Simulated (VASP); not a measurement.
# Mo in VASP: single point with PBE

Aim: the single point of Mo with PBE.

Everything below comes from runs of VASP 6.6.1. Logs are shortened: lines on timing, memory, paths and dates and some standing lists are left out, and cuts for length are marked.

## 1. The cell of the first run

The cell holds a slab with vacuum, 4 atoms: a = 3.165 Å, b = 3.165 Å, c = 26.187 Å, α = 90.00°, β = 90.00°, γ = 90.00°.

## 2. Single point, PBE

The input, INCAR:

```
SYSTEM = Mo
PREC     = Accurate       ! precision mode
ENCUT    = 400            ! plane-wave cutoff, eV
EDIFF    = 1E-6           ! SCF threshold, eV
ISMEAR   = 1              ! smearing method
SIGMA    = 0.1            ! smearing width, eV
LREAL    = .FALSE.        ! projectors in reciprocal space
LASPH    = .TRUE.         ! aspherical terms in the spheres
NELM     = 120            ! most SCF steps
ALGO     = Normal         ! electronic algorithm
ISIF     = 2              ! what is computed and relaxed
LWAVE    = .FALSE.        ! write WAVECAR
LCHARG   = .TRUE.         ! write CHGCAR
LDIPOL   = .TRUE.       
IDIPOL   = 3            
DIPOL    = 0.5 0.5 0.654
GGA      = PE             ! functional
LELF     = .TRUE.         ! ELF
LVHAR    = .TRUE.       
LVACPOTAV= .TRUE.       
NBANDS   = 36             ! bands
GGA_COMPAT= .FALSE.      
NELMDL   = -8
```

The input, KPOINTS:

```
Automatic mesh
0
G
  10 10 1
  0 0 0
```

The input, POSCAR:

```
Mo
1.0
    3.1646185120      0.0000000000      0.0000000000
    0.0000000000      3.1646185120      0.0000000000
    0.0000000000      0.0000000000     26.1866380730
Mo
4
Direct
    0.5000000000      0.0000000000      0.5666058312
    0.0000000000      0.5000000000      0.6231822991
    0.5000000000      0.0000000000      0.6864131019
    0.0000000000      0.5000000000      0.7384884298
```

Potentials or basis: VASP PAW PBE potentials, release 64 (Mo_sv).

On the command line:

```console
$ cat potpaw_PBE.64/Mo_sv/POTCAR > POTCAR
$ mpirun -np 1 vasp_std > vasp.out
```

OUTCAR:

```text
SYSTEM = Mo
   PREC = Accurate
   ENCUT = 400
   EDIFF = 1E-6
   ISMEAR = 1
   LREAL = .FALSE.
   LASPH = .TRUE.
   NELM = 120
   ISIF = 2
   GGA = PE
   NELMDL = -8

 ion  position               nearest neighbor table
   1  0.500  0.000  0.567-   2 2.68   2 2.68   2 2.68   2 2.68   3 3.14
   2  0.000  0.500  0.623-   1 2.68   1 2.68   1 2.68   1 2.68   3 2.78   3 2.78   3 2.78   3 2.78
                             4 3.02
   3  0.500  0.000  0.686-   4 2.62   4 2.62   4 2.62   4 2.62   2 2.78   2 2.78   2 2.78   2 2.78
                             1 3.14
   4  0.000  0.500  0.738-   3 2.62   3 2.62   3 2.62   3 2.62   2 3.02

  LATTYP: Found a simple tetragonal cell.
 ALAT       =     3.1646185120
 C/A-ratio  =     8.2748166876

  Lattice vectors:

 A1 = (   3.1646185120,   0.0000000000,   0.0000000000)
 A2 = (   0.0000000000,   3.1646185120,   0.0000000000)
 A3 = (   0.0000000000,   0.0000000000,  26.1866380730)

Analysis of symmetry for initial positions (statically):
=====================================================================
 Subroutine PRICEL returns:
 Original cell was already a primitive cell.

 Routine SETGRP: Setting up the symmetry group for a
 simple tetragonal supercell.

 Subroutine GETGRP returns: Found  8 space group operations
 (whereof  4 operations were pure point group operations)
 out of a pool of 16 trial point group operations.

The static configuration has the point symmetry C_2v.
 The point group associated with its full space group is C_4v.

Analysis of symmetry for dynamics (positions and initial velocities):
=====================================================================
 Subroutine PRICEL returns:
 Original cell was already a primitive cell.

 Routine SETGRP: Setting up the symmetry group for a
 simple tetragonal supercell.

 Subroutine GETGRP returns: Found  8 space group operations
 (whereof  4 operations were pure point group operations)
 out of a pool of 16 trial point group operations.

The dynamic configuration has the point symmetry C_2v.
 The point group associated with its full space group is C_4v.

 Subroutine INISYM returns: Found  8 space group operations
 (whereof  4 operations are pure point group operations),
 and found     1 'primitive' translations

----------------------------------------------------------------------------------------

                                     Primitive cell

  volume of cell :     262.2542

  direct lattice vectors                    reciprocal lattice vectors
     3.164618512  0.000000000  0.000000000     0.315993854  0.000000000  0.000000000
     0.000000000  3.164618512  0.000000000     0.000000000  0.315993854  0.000000000
     0.000000000  0.000000000 26.186638073     0.000000000  0.000000000  0.038187414

  length of vectors
     3.164618512  3.164618512 26.186638073     0.315993854  0.315993854  0.038187414

  position of ions in fractional coordinates (direct lattice)
     0.500000000  0.000000000  0.566605831
     0.000000000  0.500000000  0.623182299
     0.500000000  0.000000000  0.686413102
     0.000000000  0.500000000  0.738488430

  ion indices of the primitive-cell ions
   primitive index   ion index
                 1           1
                 2           2
                 3           3
                 4           4

----------------------------------------------------------------------------------------

 KPOINTS: Automatic mesh

Automatic generation of k-mesh.
 Grid dimensions read from file:
 generate k-points for:   10   10    1

 Generating k-lattice:

  Cartesian coordinates                     Fractional coordinates (reciprocal lattice)
     0.031599385  0.000000000  0.000000000     0.100000000  0.000000000  0.000000000
     0.000000000  0.031599385  0.000000000     0.000000000  0.100000000  0.000000000
     0.000000000  0.000000000  0.038187414     0.000000000  0.000000000  1.000000000

  Length of vectors
     0.031599385  0.031599385  0.038187414

  Shift w.r.t. Gamma in fractional coordinates (k-lattice)
     0.000000000  0.000000000  0.000000000

 Subroutine IBZKPT returns following result:
 ===========================================

 Found     21 irreducible k-points:

 Following reciprocal coordinates:
            Coordinates               Weight
  0.000000  0.000000  0.000000      1.000000
  0.100000  0.000000  0.000000      4.000000
  0.200000  0.000000  0.000000      4.000000
  0.300000  0.000000  0.000000      4.000000
  0.400000  0.000000  0.000000      4.000000
  0.500000  0.000000  0.000000      2.000000
[... 13 lines left out ...]
  0.500000  0.400000  0.000000      4.000000
  0.500000  0.500000  0.000000      1.000000
   k-points           NKPTS =     21   k-points in BZ     NKDIM =     21   number of bands    NBANDS=     36
   number of dos      NEDOS =    301   number of ions     NIONS =      4
   total plane-waves  NPLWV = 103680
   dimension x,y,z NGX =    24 NGY =   24 NGZ =  180
   dimension x,y,z NGXF=    48 NGYF=   48 NGZF=  360
   ions per type =               4
   NGX,Y,Z   is equivalent  to a cutoff of  12.61, 12.61, 11.43 a.u.
   NGXF,Y,Z  is equivalent  to a cutoff of  25.22, 25.22, 22.85 a.u.
 SYSTEM =  Mo
   PREC   = accura    normal or accurate (medium, high low for compatibility)
   ISTART =      0    job   : 0-new  1-cont  2-samecut
   ICHARG =      2    charge: 1-file 2-atom 10-const
   ISPIN  =      1    spin polarized calculation?
   LNONCOLLINEAR =      F non collinear calculations
   LSORBIT =      F    spin-orbit coupling
   LASPH  =      T    aspherical Exc in radial PAW
   ENCUT  =  400.0 eV  29.40 Ry    5.42 a.u.   5.16  5.16 42.70*2*pi/ulx,y,z
   NELM   =    120;   NELMIN=  2; NELMDL= -8     # of ELM steps
   EDIFF  = 0.1E-05   stopping-criterion for ELM
   LREAL  =      F    real-space projection
   EDIFFG = 0.1E-04   stopping-criterion for IOM
   NSW    =      0    number of steps for IOM
   IBRION =     -1    ionic relax: 0-MD 1-quasi-New 2-CG
   NFREE  =      0    steps in history (QN), initial steepest desc. (CG)
   ISIF   =      2    stress and relaxation
   ISYM   =      2    0-nonsym 1-usesym 2-fastsym
   POTIM  = 0.5000    time-step for ionic-motion
   TEBEG  =    0.0;   TEEND  =   0.0 temperature during run
   PSTRESS=    0.0 pullay stress
   NELECT =      56.0000    total number of electrons
   NUPDOWN=      -1.0000    fix difference up-down
   EMIN   =  10.00;   EMAX   =-10.00  energy-range for DOS
   EFERMI =   0.00;   METHOD = LEGACY
   ISMEAR =     1;   SIGMA  =   0.10  broadening in eV -4-tet -1-fermi 0-gaus
   EFERMI_NEDOS =   21; number of points for ismear=-14 and -15
   IALGO  =     38    algorithm
   IMIX   =      4    mixing-type and parameters
     AMIX     =   0.40;   BMIX     =  1.00
     AMIX_MAG =   1.60;   BMIX_MAG =  1.00
  volume/ion in A,a.u.               =      65.56       442.44
  Fermi-wavevector in a.u.,A,eV,Ry     =   0.978506  1.849108 13.027216  0.957473
  Thomas-Fermi vector in A             =   2.109286
   LORBIT       =      0    0 simple, 1 ext, 2 COOP (PROOUT), +10 PAW based schemes
   GGA     = PE    functional components
   LHFCALC =     F    Hartree Fock is set to
   AEXX    =    0.0000 exact exchange contribution
   IVDW    =     0    specifies the selected vdW correction
   LEPSILON=     F    determine dielectric tensor
   LRPA    =     F    only Hartree local field effects (RPA)
 non-spin polarized calculation
 Methfessel and Paxton  Order N= 1 SIGMA  =   0.10
  energy-cutoff  :      400.00
  volume of cell :      262.25
 maximum number of plane-waves:      4808
 NGX is ok and might be reduce to    24
   NGX = 11   NGY = 11   NGZ = 85

 dipolmoment           0.000000      0.000000     -0.000964 electrons x Angstroem

 number of electron      56.0000006 magnetization

 dipolmoment           0.000000      0.000000      0.000872 electrons x Angstroem

 Free energy of the ion-electron system (eV)
  ---------------------------------------------------
  ext. energy  EPLUGINS =         0.00000000
  ---------------------------------------------------
  free energy    TOTEN  =       -39.68000291 eV

  energy without entropy =      -39.68079528  energy(sigma->0) =      -39.68026703

 E-fermi :   0.1100     XC(G=0):  -4.0763

 val. band max:        0.1010308371   @ k =   0.5000   0.1000   0.0000
 cond. band min:       0.1296502846   @ k =   0.5000   0.3000   0.0000
 fundamental gap:      0.0286194475
 Fermi energy:         0.1100397599

 k-point     1 :       0.0000    0.0000    0.0000
  band No.  band energies     occupation
      1     -60.8138      2.00000
      2     -60.6552      2.00000
      3     -60.3845      2.00000
      4     -60.2645      2.00000
      5     -35.0493      2.00000
      6     -35.0238      2.00000
[... 28 lines left out ...]
     35       2.4164      0.00000
     36       2.8708      0.00000

 k-point     2 :       0.1000    0.0000    0.0000
  band No.  band energies     occupation
      1     -60.8034      2.00000
      2     -60.6501      2.00000
      3     -60.3877      2.00000
      4     -60.2699      2.00000
      5     -35.1030      2.00000
      6     -35.0606      2.00000
[... 28 lines left out ...]
     35       2.2251      0.00000
     36       2.4237      0.00000

 k-point     3 :       0.2000    0.0000    0.0000
  band No.  band energies     occupation
      1     -60.7742      2.00000
      2     -60.6370      2.00000
      3     -60.3970      2.00000
      4     -60.2847      2.00000
      5     -35.2064      2.00000
      6     -35.1530      2.00000
[... 28 lines left out ...]
     35       2.3524      0.00000
     36       2.3564      0.00000
[... 625 lines left out ...]
 k-point    20 :       0.5000    0.4000    0.0000
  band No.  band energies     occupation
      1     -60.6450      2.00000
      2     -60.6027      2.00000
      3     -60.4114      2.00000
      4     -60.3140      2.00000
      5     -35.4005      2.00000
      6     -35.3924      2.00000
[... 28 lines left out ...]
     35       2.9153      0.00000
     36       2.9431      0.00000

 k-point    21 :       0.5000    0.5000    0.0000
  band No.  band energies     occupation
      1     -60.6430      2.00000
      2     -60.6007      2.00000
      3     -60.4095      2.00000
      4     -60.3120      2.00000
      5     -35.4262      2.00000
      6     -35.4262      2.00000
[... 28 lines left out ...]
     35       2.9937      0.00000
     36       3.0211      0.00000

------------------------ aborting loop because EDIFF is reached ----------------------------------------

  FORCE on cell =-STRESS in cart. coord.  units (eV):
  Direction    XX          YY          ZZ          XY          YZ          ZX
  --------------------------------------------------------------------------------------
  -------------------------------------------------------------------------------------
  Total       -4.8984453     -4.8984453     -1.5754142      0.0000000      0.0000000      0.0000000
  in kB      -29.9258414    -29.9258414     -9.6246040      0.0000000      0.0000000      0.0000000
  external PRESSURE =     -23.1587623 kB  Pullay stress =       0.0000000 kB

 VOLUME and BASIS-vectors are now :
 -----------------------------------------------------------------------------
  energy-cutoff  :      400.00
  volume of cell :      262.25
      direct lattice vectors                 reciprocal lattice vectors
     3.164618512  0.000000000  0.000000000     0.315993854  0.000000000  0.000000000
     0.000000000  3.164618512  0.000000000     0.000000000  0.315993854  0.000000000
     0.000000000  0.000000000 26.186638073     0.000000000  0.000000000  0.038187414

 POSITION                                       TOTAL-FORCE (eV/Angst)
 -----------------------------------------------------------------------------------
      1.58231      0.00000     14.83750         0.000000      0.000000      1.043893
      0.00000      1.58231     16.31905         0.000000      0.000000     -1.209855
      1.58231      0.00000     17.97485         0.000000      0.000000      0.084067
      0.00000      1.58231     19.33853         0.000000      0.000000      0.081895
 -----------------------------------------------------------------------------------
    total drift:                                0.000000      0.000000     -0.000004

  FREE ENERGIE OF THE ION-ELECTRON SYSTEM (eV)
  ---------------------------------------------------
  free  energy   TOTEN  =       -39.6800029065 eV

  energy  without entropy=      -39.6807952846  energy(sigma->0) =      -39.68026703

 vacuum level on the upper side and lower side of the slab         3.916         3.901
```

Wall time 8.3 min (1 thread of Intel Xeon 8259CL, shared host); peak memory 0.35 GiB.

Results:

```
Free energy            : -39.6800 eV
Largest force          : 1.210 eV/Å
Band gap on the k mesh : zero (bands 28 and 29 overlap by 1.83 eV)
```

Forces on the atoms (eV/Å):
```
Mo   0.000  0.000  1.044
Mo   0.000  0.000 -1.210
Mo   0.000  0.000  0.084
Mo   0.000  0.000  0.082
```
